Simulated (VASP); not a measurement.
Input of a VASP 6.6.1 run:

POSCAR

```
GaN
1.0
    0.0000000000      2.2535006075      2.1520930802
    2.2535006075      0.0000000000      2.1520930802
    2.2535006075      2.2535006075      0.0000000000
Ga N
1 1
Direct
    0.0000000000      0.0000000000      0.0000000000
    0.7500000000      0.7500000000      0.7500000000
```

The input INCAR.step1:

```
SYSTEM = GaN
ALGO = Normal
EDIFF = 1E-4
ENCUT = 520
GGA = PE
ISMEAR = 0
LASPH = .True.
LCHARG = .False.
LREAL = .False.
LWAVE = .True.
NBANDS = 16
NELM = 60
PREC = Accurate
SIGMA = 0.05
```

File INCAR.step2:

```
SYSTEM = GaN
ALGO = Normal
EDIFF = 1E-7
ENCUT = 520
ISIF = 2
ISMEAR = 0
ISTART = 1
LASPH = .True.
LCHARG = .False.
LMIXTAU = .True.
LREAL = .False.
LWAVE = .False.
METAGGA = R2SCAN
NBANDS = 16
NELM = 60
PREC = Accurate
SIGMA = 0.05
```

KPOINTS

```
k-points
0
Gamma
  10 10 10
  0 0 0
```

Potentials or basis: VASP PAW PBE potentials, release 64 (Ga_d, N).

Launch:

```bash
$ cat potpaw_PBE.64/Ga_d/POTCAR potpaw_PBE.64/N/POTCAR > POTCAR
$ cp INCAR.step1 INCAR
$ mpirun -np 1 vasp_std > vasp.out
$ cp INCAR.step2 INCAR
$ mpirun -np 1 vasp_std > vasp.out
```

Q: What does it give for the pressure?

A: 9.6 GPa.

Q: What does it give for the band gap on the k mesh?

A: 2.29 eV.

Stress tensor (GPa, compression positive):
```
 7.87  0.00  0.00
 0.00  7.87  0.00
 0.00  0.00 12.92
```

Caveat: the cell differs from its parent crystal (strain -0.0450 x Voigt [0, 0, 1, 0, 0, 0]); the stress differs along the axes, from 8 to 13 GPa; the PAW data sets were made with another functional, which shifts forces and pressure a little.
